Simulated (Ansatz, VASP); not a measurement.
One calculation of Cr, two programs

Contents of INCAR:

```
PREC = Accurate
ENCUT = 520
EDIFF = 1E-6
ISMEAR = -1
SIGMA = 0.05
LREAL = False
LASPH = True
NELM = 150
ALGO = Normal
ISIF = 2
LWAVE = False
LCHARG = False
ISPIN = 2
MAGMOM = 3 3
LORBIT = 11
NUPDOWN = 6.0
LMAXMIX = 4
GGA = PE
NBANDS = 23
```

The input KPOINTS:

```
regular mesh
0
Gamma
  9 9 5
```

POSCAR

```
Cr
1.0
    2.7140000000      0.0000000000      0.0000000000
   -1.3570000000      2.3503929459      0.0000000000
    0.0000000000      0.0000000000      4.4100000000
Cr
2
Direct
    0.6666666667      0.3333333333      0.7500000000
    0.3333333333      0.6666666667      0.2500000000
```

File input.yaml:

```yaml
crystal:
  lattice:
    - [2.714, 0.0, 0.0]
    - [-1.357, 2.3503929459, 0.0]
    - [0.0, 0.0, 4.41]
  atoms:
    - { symbol: Cr, position: [0.6666666667, 0.3333333333, 0.75], spin: 3.0 }
    - { symbol: Cr, position: [0.3333333333, 0.6666666667, 0.25], spin: 3.0 }
hamiltonian:
  xc: pbe
  pseudopotentials: { kind: paw }
magnetization:
  spin_polarized: true
  initial_magnetization: 6.0
  spin_locking: { lock_magnetization: hard }
kpoints:
  mp_grid: { grid: [9, 9, 5] }
scf:
  occupations: { method: fermi_dirac, width: 0.05 }
  lower_state_search: "off"
output:
  forces: true
  stress: true
  eigenvalues: true
```

Alike in both runs: task single point; functional PBE; k mesh 9 × 9 × 5; occupations fermi-dirac, width 0.05 eV; collinear spin; fixed moment 6 μB.

|  | VASP | Ansatz |
| --- | --- | --- |
| version | VASP 6.6.1 | Ansatz 0.2.0 |
| potentials or method | VASP PAW PBE potentials, release 64 (Cr_pv) | Ansatz PAW |
| plane-wave cutoff (eV) | 520 | 420 |
| valence electrons in the cell | 24 | 28 |

Ansatz gave:

| Quantity | Value |
| --- | --- |
| pressure (GPa) | 7.2 |
| traceless stress, the component that is largest in VASP (GPa) | -2.24 |
| net moment per atom (μB) | 3.00 |
| size of the moment on the site where the two differ most (μB) | 2.71 |

Problem. Which values does VASP return?

Solution. Pressure (GPa): 7.0; traceless stress, the component that is largest in VASP (GPa): -2.21; net moment per atom (μB): 3.00; size of the moment on the site where the two differ most (μB): 2.75.

Site moments also hang on the region over which each program counts them. With one functional, cell and mesh, what is left measures potentials, basis and numerics. VASP's potentials hold 24 valence electrons a cell and Ansatz's 28, so a difference there can come from the potentials and not from the codes.
